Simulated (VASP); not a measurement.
# H4CO in VASP: a series of runs, part 3 of 3

VASP 6.6.1. Earlier steps stand in the parts before.

**6. Relaxation of the atoms, r2SCAN+D3(BJ)**

File POSCAR:

```
H4CO
1.0
    7.6185600000      0.0000000000      0.0000000000
    0.0000000000      7.6185600000      0.0000000000
    0.0000000000      0.0000000000      7.6185600000
C O H
6 6 24
Direct
    0.6286296000      0.5743174000      0.2864607000
    0.8517857000      0.8919133000      0.0374008000
    0.1835472000      0.3289342000      0.5347605000
    0.6221417000      0.9574179000      0.7367736000
    0.1178010000      0.4350810000      0.0604289000
    0.0443794000      0.8732182000      0.4894559000
    0.6428245000      0.3934317000      0.3307662000
    0.9235263000      0.7250892000      0.0810708000
    0.2041418000      0.1824980000      0.4206711000
    0.5113453000      0.8403747000      0.8311619000
    0.2126254000      0.3290057000     -0.0605688000
    0.1887142000      0.8783106000      0.3710261000
    0.4902774000      0.5981814000      0.2592321000
    0.7654719000      0.3698176000      0.3554761000
    0.6694735000      0.6603438000      0.3944164000
    0.7047899000      0.6079048000      0.1690098000
    0.7105656000      0.8812711000      0.0572973000
    1.0495049000      0.7322093000      0.0640628000
    0.9021052000      0.9968606000      0.1221194000
    0.8760424000      0.9275192000     -0.0999566000
    0.0444174000      0.3351748000      0.5672593000
    0.3275655000      0.1749566000      0.3903350000
    0.2583781000      0.3139970000      0.6568278000
    0.2214268000      0.4528168000      0.4719795000
    0.6992592000      1.0274188000      0.8347787000
    0.4415639000      0.7768059000      0.7457210000
    0.7123659000      0.8880503000      0.6486206000
    0.5473037000      1.0536558000      0.6602182000
    0.0000169000      0.4785125000     -0.0080755000
    0.3181795000      0.2891038000     -0.0016049000
    0.0780298000      0.3618049000      0.1777835000
    0.1923597000      0.5512401000      0.1013099000
    0.0856594000      0.9449779000      0.6060694000
    0.1541675000      0.8148682000      0.2661826000
   -0.0727829000      0.9371539000      0.4355261000
    0.0102348000      0.7388376000      0.5281754000
```

File INCAR.step1:

```
ALGO = Normal
EDIFF = 1E-4
ENCUT = 520
GGA = PE
ISMEAR = -1
LASPH = True
LCHARG = False
LREAL = Auto
LWAVE = True
NELM = 100
PREC = Accurate
SIGMA = 0.05
```

File INCAR.step2:

```
ALGO = Normal
EDIFF = 1E-6
EDIFFG = -0.3
ENCUT = 520
IBRION = 2
ISIF = 2
ISMEAR = -1
ISTART = 1
IVDW = 12
LASPH = True
LCHARG = False
LMIXTAU = True
LREAL = Auto
LWAVE = False
METAGGA = R2SCAN
NELM = 100
NSW = 35
PREC = Accurate
SIGMA = 0.05
VDW_A1 = 0.49484001
VDW_A2 = 5.73083694
VDW_S6 = 1.0
VDW_S8 = 0.78981345
```

File KPOINTS:

```
k-points
0
Gamma
  1 1 1
```

Potentials or basis: VASP PAW PBE potentials, release 64 (C, O, H).

Run with:

```bash
$ cat potpaw_PBE.64/C/POTCAR potpaw_PBE.64/O/POTCAR potpaw_PBE.64/H/POTCAR > POTCAR
$ cp INCAR.step1 INCAR
$ mpirun -np 1 vasp_gam > vasp.out
$ cp INCAR.step2 INCAR
$ mpirun -np 1 vasp_gam > vasp.out
```

Run time: 65 min. Hardware: 1 thread of Intel Xeon Platinum 8488C (Sapphire Rapids), shared host; peak memory 0.6 GiB.

It converged, with:

* Free energy: -194.0577 eV
* Energy gained by relaxing: 30.2 meV/atom
* Ionic steps: 22
* Pressure after relaxing: -0.3 GPa
* Largest force after relaxing: 0.278 eV/Å
* Band gap on the k mesh: 5.03 eV
* Dispersion energy per atom: -0.015 eV

Forces in eV/Å, atoms in the order of the input:
```
C   -0.102 -0.155 -0.038
C    0.121 -0.172 -0.007
C    0.132 -0.174 -0.169
C   -0.072  0.118 -0.071
C   -0.048 -0.195  0.062
C    0.053  0.014  0.031
O    0.033 -0.039 -0.013
O   -0.125  0.135  0.027
O   -0.024  0.000  0.035
O    0.031 -0.064 -0.142
O    0.077 -0.007 -0.015
O    0.038 -0.145  0.095
H    0.047  0.016  0.056
H   -0.046 -0.024  0.005
H    0.006  0.056 -0.007
H   -0.041  0.028  0.026
H    0.191  0.037 -0.004
H   -0.029 -0.042 -0.125
H   -0.020  0.018 -0.069
H   -0.124  0.249 -0.012
H    0.162 -0.002  0.058
H   -0.027  0.111  0.041
H   -0.204  0.126  0.068
H   -0.007 -0.050 -0.048
H   -0.040  0.106 -0.046
H   -0.065 -0.072  0.011
H    0.029 -0.085  0.044
H   -0.049  0.035  0.043
H    0.047 -0.040 -0.096
H   -0.049 -0.086  0.102
H   -0.010  0.148 -0.119
H    0.029 -0.014 -0.025
H   -0.053  0.030  0.014
H    0.113  0.043  0.083
H   -0.054  0.074  0.226
H    0.080  0.021 -0.022
```

Stress tensor (GPa, compression positive):
```
-0.79 -0.33  0.17
-0.33 -0.13 -0.08
 0.17 -0.08 -0.05
```

Step by step:
| step | energy change (eV) | largest force (eV/Å) | pressure (GPa) |
| --- | --- | --- | --- |
| 1 | 0.0000 | 1.2551 | 0.67 |
| 2 | 0.1072 | 3.3678 | 2.27 |
| 3 | -0.0838 | 0.9525 | 1.26 |
| 4 | -0.2115 | 0.7743 | 1.17 |
| 5 | -0.2188 | 1.1069 | 1.16 |
| 6 | -0.3118 | 0.9685 | 1.00 |
| 7 | -0.3841 | 0.8793 | 0.69 |
| 8 | -0.4940 | 0.6396 | 0.25 |
| 9 | -0.5597 | 1.0336 | -0.48 |
| 10 | -0.6458 | 0.7716 | -0.73 |
| 11 | -0.6997 | 1.0829 | -1.17 |
| 12 | -0.8165 | 0.7830 | -0.64 |
| 13 | -0.8524 | 0.8921 | -0.14 |
| 14 | -0.9462 | 0.5066 | 0.17 |
| 15 | -0.9484 | 0.5818 | 0.23 |
| 16 | -0.9871 | 0.4470 | 0.25 |
| 17 | -1.0066 | 1.1077 | 0.28 |
| 18 | -1.0294 | 0.7133 | 0.17 |
| 19 | -1.0555 | 0.6254 | -0.18 |
| 20 | -1.0675 | 0.3554 | -0.25 |
| 21 | -1.0747 | 0.3536 | -0.35 |
| 22 | -1.0871 | 0.2780 | -0.32 |

Final structure:
```cif
data_structure
_symmetry_space_group_name_H-M 'P 1'
_symmetry_Int_Tables_number 1
_cell_length_a 7.6186
_cell_length_b 7.6186
_cell_length_c 7.6186
_cell_angle_alpha 90.000
_cell_angle_beta 90.000
_cell_angle_gamma 90.000
_cell_volume 442.20
loop_
_atom_site_label
_atom_site_type_symbol
_atom_site_fract_x
_atom_site_fract_y
_atom_site_fract_z
_atom_site_occupancy
C1 C 0.61631 0.56823 0.29155 1
C2 C 0.86916 0.91209 0.05644 1
C3 C 0.18367 0.35490 0.53019 1
C4 C 0.59708 0.97000 0.71586 1
C5 C 0.12682 0.41782 0.05913 1
C6 C 0.05209 0.85632 0.49517 1
O1 O 0.63552 0.38757 0.34192 1
O2 O 0.96805 0.76238 0.11784 1
O3 O 0.20737 0.22161 0.39876 1
O4 O 0.49703 0.85082 0.81993 1
O5 O 0.22853 0.30249 0.95256 1
O6 O 0.19673 0.81687 0.38385 1
H1 H 0.47642 0.59098 0.27129 1
H2 H 0.75970 0.36308 0.34819 1
H3 H 0.66291 0.65618 0.39525 1
H4 H 0.68816 0.59606 0.17055 1
H5 H 0.72842 0.88355 0.06665 1
H6 H 0.04149 0.72202 0.02358 1
H7 H 0.90398 0.02664 0.13543 1
H8 H 0.90374 0.93479 0.91975 1
H9 H 0.04410 0.35264 0.56607 1
H10 H 0.32619 0.17790 0.40255 1
H11 H 0.26283 0.32567 0.64629 1
H12 H 0.21681 0.48618 0.47987 1
H13 H 0.65963 0.06091 0.80654 1
H14 H 0.43849 0.77217 0.73984 1
H15 H 0.69957 0.90415 0.63943 1
H16 H 0.51435 0.04398 0.62442 1
H17 H 0.01251 0.45690 0.98235 1
H18 H 0.33050 0.26773 0.01920 1
H19 H 0.08343 0.35164 0.17929 1
H20 H 0.20271 0.53405 0.09792 1
H21 H 0.10022 0.93620 0.60386 1
H22 H 0.14034 0.79104 0.27159 1
H23 H 0.95354 0.93091 0.42189 1
H24 H 0.98940 0.73661 0.54716 1
```

Levels at points of the mesh, in eV from the valence-band top:
```
           k point  band 40  band 41  band 42  band 43  band 44  band 45
(0.00, 0.00, 0.00)    -0.47    -0.13     0.00     5.03     6.00     6.43
```

Caveat: the k points lie up to 0.82 Å⁻¹ apart, too coarse for converged energies, forces and pressures; the PAW data sets were made with another functional, which shifts forces and pressure a little; the relaxation stopped at a loose force limit of 0.3 eV/Å, so its end isn't a converged minimum.

**7. Overview**

| task | cell | gap on the mesh (eV) | pressure (GPa) | largest force (eV/Å) |
| --- | --- | --- | --- | --- |
| single point | as given, atomic positions A | 5.10 | -0.6 | 0.18 |
| single point | as given, atomic positions B | 5.25 | 0.3 | 2.49 |
| single point | as given, atomic positions C | 5.08 | -0.1 | 2.62 |
| single point | as given, atomic positions D | 5.23 | 0.3 | 2.01 |
| relaxation of the atoms | atoms relaxed, atomic positions E | 5.03 | -0.3 | 0.28 |

Alike in all rows: level r2SCAN+D3(BJ); potentials or basis VASP PAW PBE potentials, release 64 (C, O, H); no spin polarisation; k mesh 1 × 1 × 1; cutoff (eV) 520; smearing fermi-dirac 0.05 eV.

Caveats: all runs use coarse meshes; the PAW data sets were made with another functional, which shifts forces and pressure a little; the atoms stand as in a frame of molecular dynamics (at least some runs); the relaxation stopped at a loose force limit of 0.3 eV/Å, so its end isn't a converged minimum (at least some runs).

Absolute energies hang on the potentials; compare differences alone.
